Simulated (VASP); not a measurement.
Here is a VASP 6.6.1 calculation.

The input INCAR:

```
PREC = Accurate ; ENCUT = 600
EDIFF = 1E-6 ; ISMEAR = -1
SIGMA = 0.02 ; LREAL = F
LASPH = T ; NELM = 80
ALGO = Normal ; ISIF = 3
LWAVE = F ; LCHARG = F
GGA = PE ; IBRION = 2
NSW = 80 ; EDIFFG = -0.005
```

Contents of KPOINTS:

```
regular mesh
0
Gamma
  12 12 6
```

File POSCAR:

```
CaO
1.0
    3.8077745128      0.0000000000      0.0000000000
   -1.9038872564      3.2976294600      0.0000000000
    0.0000000000      0.0000000000      4.7594652000
Ca O
2 2
Direct
    0.3333333333      0.6666666667      0.2500000000
    0.6666666667      0.3333333333      0.7500000000
    0.6666666667      0.3333333333      0.2500000000
    0.3333333333      0.6666666667      0.7500000000
```

Potentials or basis: VASP PAW PBE potentials, release 64 (Ca_sv, O).

Launch:

```sh
$ cat potpaw_PBE.64/Ca_sv/POTCAR potpaw_PBE.64/O/POTCAR > POTCAR
$ mpirun -np 1 vasp_std > vasp.out
```

What does it give for the band gap on the k mesh?

3.11 eV.

What does it give for the relaxed cell?

a = 4.011 Å, b = 4.011 Å, c = 4.816 Å, α = 90.00°, β = 90.00°, γ = 120.00°.

Estimate the space group after relaxing (to 0.1 Å).

P6_3/mmc (No. 194).

Predict the relaxed volume.

16.78 Å³/atom.

Final structure:
```cif
data_structure
_symmetry_space_group_name_H-M 'P 1'
_symmetry_Int_Tables_number 1
_cell_length_a 4.0113
_cell_length_b 4.0113
_cell_length_c 4.8164
_cell_angle_alpha 90.000
_cell_angle_beta 90.000
_cell_angle_gamma 120.000
_cell_volume 67.12
loop_
_atom_site_label
_atom_site_type_symbol
_atom_site_fract_x
_atom_site_fract_y
_atom_site_fract_z
_atom_site_occupancy
Ca1 Ca 0.33333 0.66667 0.25000 1
Ca2 Ca 0.66667 0.33333 0.75000 1
O1 O 0.66667 0.33333 0.25000 1
O2 O 0.33333 0.66667 0.75000 1
```

A k mesh can miss the band edges.
